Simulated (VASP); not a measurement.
# PbO2 (CdI2 type) (P-3m1) in VASP: further runs

PbO2 (CdI2 type) is run at these levels: PBE; tasks: single point, relaxation of cell and atoms.

Program: VASP 6.6.1. These are calculated values, not measurements. Logs are shortened: lines on timing, memory, paths and dates and some standing lists are left out, and cuts for length are marked.

## (1) The cell of the first run

It takes space group P-3m1 (No. 164, trigonal). The conventional cell has a = 3.416 Å, b = 3.416 Å, c = 5.315 Å, α = 90.00°, β = 90.00°, γ = 120.00°. Within 3.0 Å of Pb (site symmetry -3m) lie 6 O at 2.24 Å. O (site symmetry 3m) has 3 Pb at 2.24 Å and 3 O at 2.90 Å within 3.0 Å.

## (2) Single point, PBE

Contents of INCAR:

```
PREC = Accurate
ENCUT = 520
EDIFF = 1E-6
ISMEAR = -1
SIGMA = 0.05
LREAL = False
LASPH = True
NELM = 100
ALGO = Normal
ISIF = 2
LWAVE = False
LCHARG = False
GGA = PE
NBANDS = 20
```

Contents of KPOINTS:

```
Automatic mesh
0
Gamma
  14 14 8
```

Contents of POSCAR:

```
PbO2
1.0
    3.4156144843      0.0000000000      0.0000000000
   -1.7078072422      2.9580089129      0.0000000000
    0.0000000000      0.0000000000      5.3148800053
Pb O
1 2
Direct
    0.0000000000      0.0000000000      0.0000000000
    0.3333333333      0.6666666667      0.1996485799
    0.6666666667      0.3333333333      0.8003514201
```

Potentials or basis: VASP PAW PBE potentials, release 64 (Pb_d, O).

The run is started by

```
> cat potpaw_PBE.64/Pb_d/POTCAR potpaw_PBE.64/O/POTCAR > POTCAR
> mpirun -np 1 vasp_std > vasp.out
```

OUTCAR:

```text
PREC = Accurate
   ENCUT = 520
   EDIFF = 1E-6
   ISMEAR = -1
   LREAL = False
   LASPH = True
   NELM = 100
   ISIF = 2
   GGA = PE

 ion  position               nearest neighbor table
   1  0.000  0.000  0.000-   2 2.24   3 2.24   2 2.24   3 2.24   3 2.24   2 2.24
   2  0.333  0.667  0.200-   1 2.24   1 2.24   1 2.24
   3  0.667  0.333  0.800-   1 2.24   1 2.24   1 2.24

  LATTYP: Found a hexagonal cell.
 ALAT       =     3.4156144843
 C/A-ratio  =     1.5560538315

  Lattice vectors:

 A1 = (   3.4156144843,   0.0000000000,   0.0000000000)
 A2 = (  -1.7078072422,   2.9580089129,   0.0000000000)
 A3 = (   0.0000000000,   0.0000000000,   5.3148800053)

Analysis of symmetry for initial positions (statically):
=====================================================================
 Subroutine PRICEL returns:
 Original cell was already a primitive cell.

 Routine SETGRP: Setting up the symmetry group for a
 hexagonal supercell.

 Subroutine GETGRP returns: Found 12 space group operations
 (whereof 12 operations were pure point group operations)
 out of a pool of 24 trial point group operations.

The static configuration has the point symmetry D_3d.

Analysis of symmetry for dynamics (positions and initial velocities):
=====================================================================
 Subroutine PRICEL returns:
 Original cell was already a primitive cell.

 Routine SETGRP: Setting up the symmetry group for a
 hexagonal supercell.

 Subroutine GETGRP returns: Found 12 space group operations
 (whereof 12 operations were pure point group operations)
 out of a pool of 24 trial point group operations.

The dynamic configuration has the point symmetry D_3d.

 Subroutine INISYM returns: Found 12 space group operations
 (whereof 12 operations are pure point group operations),
 and found     1 'primitive' translations

----------------------------------------------------------------------------------------

                                     Primitive cell

  volume of cell :      53.6985

  direct lattice vectors                    reciprocal lattice vectors
     3.415614484  0.000000000  0.000000000     0.292773088  0.169032621  0.000000000
    -1.707807242  2.958008913  0.000000000     0.000000000  0.338065242  0.000000000
     0.000000000  0.000000000  5.314880005     0.000000000  0.000000000  0.188151002

  length of vectors
     3.415614484  3.415614484  5.314880005     0.338065242  0.338065242  0.188151002

  position of ions in fractional coordinates (direct lattice)
     0.000000000  0.000000000  0.000000000
     0.333333333  0.666666667  0.199648580
     0.666666667  0.333333333  0.800351420

  ion indices of the primitive-cell ions
   primitive index   ion index
                 1           1
                 2           2
                 3           3

----------------------------------------------------------------------------------------

 KPOINTS: Automatic mesh

Automatic generation of k-mesh.
 Grid dimensions read from file:
 generate k-points for:   14   14    8

 Generating k-lattice:

  Cartesian coordinates                     Fractional coordinates (reciprocal lattice)
     0.020912363  0.012073759  0.000000000     0.071428571  0.000000000  0.000000000
     0.000000000  0.024147517  0.000000000     0.000000000  0.071428571  0.000000000
     0.000000000  0.000000000  0.023518875     0.000000000  0.000000000  0.125000000

  Length of vectors
     0.024147517  0.024147517  0.023518875

  Shift w.r.t. Gamma in fractional coordinates (k-lattice)
     0.000000000  0.000000000  0.000000000

 Subroutine IBZKPT returns following result:
 ===========================================

 Found    168 irreducible k-points:

 Following reciprocal coordinates:
            Coordinates               Weight
  0.000000  0.000000  0.000000      1.000000
  0.071429  0.000000  0.000000      6.000000
  0.142857  0.000000  0.000000      6.000000
  0.214286  0.000000  0.000000      6.000000
  0.285714  0.000000  0.000000      6.000000
  0.357143  0.000000  0.000000      6.000000
[... 16 lines left out ...]
  0.285714  0.285714  0.000000      6.000000
  0.357143  0.285714  0.000000      6.000000
 [... further k-points ...]
   k-points           NKPTS =    168   k-points in BZ     NKDIM =    168   number of bands    NBANDS=     20
   number of dos      NEDOS =    301   number of ions     NIONS =      3
   total plane-waves  NPLWV =  31360
   dimension x,y,z NGX =    28 NGY =   28 NGZ =   40
   dimension x,y,z NGXF=    56 NGYF=   56 NGZF=   80
   ions per type =               1   2
   NGX,Y,Z   is equivalent  to a cutoff of  13.63, 13.63, 12.51 a.u.
   NGXF,Y,Z  is equivalent  to a cutoff of  27.26, 27.26, 25.02 a.u.
 SYSTEM =  unknown system
   PREC   = accura    normal or accurate (medium, high low for compatibility)
   ISTART =      0    job   : 0-new  1-cont  2-samecut
   ICHARG =      2    charge: 1-file 2-atom 10-const
   ISPIN  =      1    spin polarized calculation?
   LNONCOLLINEAR =      F non collinear calculations
   LSORBIT =      F    spin-orbit coupling
   LASPH  =      T    aspherical Exc in radial PAW
   ENCUT  =  520.0 eV  38.22 Ry    6.18 a.u.   6.35  6.35  9.88*2*pi/ulx,y,z
   NELM   =    100;   NELMIN=  2; NELMDL= -5     # of ELM steps
   EDIFF  = 0.1E-05   stopping-criterion for ELM
   LREAL  =      F    real-space projection
   EDIFFG = 0.1E-04   stopping-criterion for IOM
   NSW    =      0    number of steps for IOM
   IBRION =     -1    ionic relax: 0-MD 1-quasi-New 2-CG
   NFREE  =      0    steps in history (QN), initial steepest desc. (CG)
   ISIF   =      2    stress and relaxation
   ISYM   =      2    0-nonsym 1-usesym 2-fastsym
   POTIM  = 0.5000    time-step for ionic-motion
   TEBEG  =    0.0;   TEEND  =   0.0 temperature during run
   PSTRESS=    0.0 pullay stress
   NELECT =      26.0000    total number of electrons
   NUPDOWN=      -1.0000    fix difference up-down
   EMIN   =  10.00;   EMAX   =-10.00  energy-range for DOS
   EFERMI =   0.00;   METHOD = LEGACY
   ISMEAR =    -1;   SIGMA  =   0.05  broadening in eV -4-tet -1-fermi 0-gaus
   EFERMI_NEDOS =   21; number of points for ismear=-14 and -15
   IALGO  =     38    algorithm
   IMIX   =      4    mixing-type and parameters
     AMIX     =   0.40;   BMIX     =  1.00
     AMIX_MAG =   1.60;   BMIX_MAG =  1.00
  volume/ion in A,a.u.               =      17.90       120.79
  Fermi-wavevector in a.u.,A,eV,Ry     =   1.285520  2.429280 22.484451  1.652561
  Thomas-Fermi vector in A             =   2.417649
   LORBIT       =      0    0 simple, 1 ext, 2 COOP (PROOUT), +10 PAW based schemes
   GGA     = PE    functional components
[... 5 lines left out ...]
 non-spin polarized calculation
  energy-cutoff  :      520.00
  volume of cell :       53.70
 maximum number of plane-waves:      1466
 NGX is ok and might be reduce to    28
   NGX = 13   NGY = 13   NGZ = 19

 number of electron      25.9999995 magnetization

 Free energy of the ion-electron system (eV)
  ---------------------------------------------------
  ext. energy  EPLUGINS =         0.00000000
  ---------------------------------------------------
  free energy    TOTEN  =       -15.64424649 eV

  energy without entropy =      -15.64424113  energy(sigma->0) =      -15.64424381

 E-fermi :   2.0660     XC(G=0):  -9.0986

 val. band max:        1.4902954724   @ k =   0.3571   0.2143   0.3750
 cond. band min:       2.3484270492   @ k =   0.0000   0.0000   0.0000
 fundamental gap:      0.8581315768
 Fermi energy:         2.0659617291

 k-point     1 :       0.0000    0.0000    0.0000
  band No.  band energies     occupation
      1     -16.2044      2.00000
      2     -14.3997      2.00000
      3     -13.7018      2.00000
      4     -13.7018      2.00000
      5     -13.4217      2.00000
      6     -13.3951      2.00000
[... 12 lines left out ...]
     19      17.3110      0.00000
     20      18.1920      0.00000

 k-point     2 :       0.0714    0.0000    0.0000
  band No.  band energies     occupation
      1     -16.1565      2.00000
      2     -14.6152      2.00000
      3     -13.6853      2.00000
      4     -13.5381      2.00000
      5     -13.4182      2.00000
      6     -13.3966      2.00000
[... 12 lines left out ...]
     19      16.7167      0.00000
     20      18.5352      0.00000

 k-point     3 :       0.1429    0.0000    0.0000
  band No.  band energies     occupation
      1     -16.0232      2.00000
      2     -14.9612      2.00000
      3     -13.6410      2.00000
      4     -13.4915      2.00000
      5     -13.4070      2.00000
      6     -13.3986      2.00000
[... 12 lines left out ...]
     19      15.7536      0.00000
     20      18.7208      0.00000

 k-point     4 :       0.2143    0.0000    0.0000
  band No.  band energies     occupation
      1     -15.8512      2.00000
      2     -15.2433      2.00000
      3     -13.5863      2.00000
      4     -13.5132      2.00000
      5     -13.3906      2.00000
      6     -13.3895      2.00000
[... 12 lines left out ...]
     19      14.8674      0.00000
     20      17.6321      0.00000

 k-point     5 :       0.2857    0.0000    0.0000
  band No.  band energies     occupation
      1     -15.8070      2.00000
      2     -15.2907      2.00000
      3     -13.5495      2.00000
      4     -13.5485      2.00000
      5     -13.3713      2.00000
      6     -13.3556      2.00000
[... 12 lines left out ...]
     19      14.1678      0.00000
     20      16.4838      0.00000

 k-point     6 :       0.3571    0.0000    0.0000
  band No.  band energies     occupation
      1     -15.9306      2.00000
      2     -15.0971      2.00000
      3     -13.5879      2.00000
      4     -13.5395      2.00000
      5     -13.3575      2.00000
      6     -13.2987      2.00000
[... 12 lines left out ...]
     19      13.7031      0.00000
     20      15.5524      0.00000

 k-point     7 :       0.4286    0.0000    0.0000
  band No.  band energies     occupation
      1     -16.0370      2.00000
      2     -14.9036      2.00000
      3     -13.6223      2.00000
      4     -13.5405      2.00000
      5     -13.3500      2.00000
      6     -13.2500      2.00000
[... 12 lines left out ...]
     19      13.4734      0.00000
     20      14.9112      0.00000
[... 277 lines left out ...]
 k-point    20 :       0.2143    0.2143    0.0000
  band No.  band energies     occupation
      1     -15.7185      2.00000
      2     -15.4635      2.00000
      3     -13.5251      2.00000
      4     -13.4863      2.00000
      5     -13.3223      2.00000
      6     -13.0996      2.00000
[... 12 lines left out ...]
     19      14.2689      0.00000
     20      15.7160      0.00000

 k-point    21 :       0.2857    0.2143    0.0000
  band No.  band energies     occupation
      1     -15.8056      2.00000
      2     -15.3938      2.00000
      3     -13.5324      2.00000
      4     -13.4550      2.00000
      5     -13.3315      2.00000
      6     -12.8748      2.00000
[... 12 lines left out ...]
     19      14.1580      0.00000
     20      15.1183      0.00000

 k-point    22 :       0.3571    0.2143    0.0000
  band No.  band energies     occupation
      1     -15.8570      2.00000
      2     -15.3517      2.00000
      3     -13.5408      2.00000
      4     -13.4117      2.00000
      5     -13.3571      2.00000
      6     -12.7151      2.00000
[... 12 lines left out ...]
     19      14.1482      0.00000
     20      14.7027      0.00000

 k-point    23 :       0.2857    0.2857    0.0000
  band No.  band energies     occupation
      1     -15.7602      2.00000
      2     -15.4894      2.00000
      3     -13.4980      2.00000
      4     -13.4494      2.00000
      5     -13.3561      2.00000
      6     -12.5532      2.00000
[... 12 lines left out ...]
     19      14.2396      0.00000
     20      14.7557      0.00000

 k-point    24 :       0.3571    0.2857    0.0000
  band No.  band energies     occupation
      1     -15.7299      2.00000
      2     -15.5385      2.00000
      3     -13.4869      2.00000
      4     -13.4324      2.00000
      5     -13.3787      2.00000
      6     -12.3622      2.00000
[... 12 lines left out ...]
     19      14.3457      0.00000
     20      14.5489      0.00000

 [... further k-points ...]
[... 5 lines left out ...]
  --------------------------------------------------------------------------------------
  -------------------------------------------------------------------------------------
  Total        0.0991665      0.0991665      0.0260199     -0.0000000      0.0000000      0.0000000
  in kB        2.9587861      2.9587861      0.7763432     -0.0000000      0.0000000      0.0000000
  external PRESSURE =       2.2313052 kB  Pullay stress =       0.0000000 kB

 VOLUME and BASIS-vectors are now :
 -----------------------------------------------------------------------------
  energy-cutoff  :      520.00
  volume of cell :       53.70
      direct lattice vectors                 reciprocal lattice vectors
     3.415614484  0.000000000  0.000000000     0.292773088  0.169032621  0.000000000
    -1.707807242  2.958008913  0.000000000     0.000000000  0.338065242  0.000000000
     0.000000000  0.000000000  5.314880005     0.000000000  0.000000000  0.188151002

 POSITION                                       TOTAL-FORCE (eV/Angst)
 -----------------------------------------------------------------------------------
      0.00000      0.00000      0.00000         0.000000      0.000000      0.000000
     -0.00000      1.97201      1.06111        -0.000000      0.000000      0.034471
      1.70781      0.98600      4.25377         0.000000     -0.000000     -0.034471
 -----------------------------------------------------------------------------------
    total drift:                                0.000000     -0.000000      0.000000

  FREE ENERGIE OF THE ION-ELECTRON SYSTEM (eV)
  ---------------------------------------------------
  free  energy   TOTEN  =       -15.6442464934 eV

  energy  without entropy=      -15.6442411260  energy(sigma->0) =      -15.64424381
```

Wall time 2 min (1 thread of Intel Xeon Platinum 8488C (Sapphire Rapids), shared host); peak memory 0.3 GiB.

Results:

```
Free energy            : -15.6442 eV
Pressure               : 0.2 GPa
Largest force          : 0.034 eV/Å
Band gap on the k mesh : 0.86 eV, indirect (least direct gap 1.11 eV)
```

Forces on the atoms (eV/Å):
```
Pb   0.000  0.000  0.000
O    0.000  0.000  0.034
O    0.000  0.000 -0.034
```

Caveat: spin-orbit coupling is left out, which moves the levels of the heavy elements. A k mesh can miss the band edges.

(Part 1 of 2 ends here.)
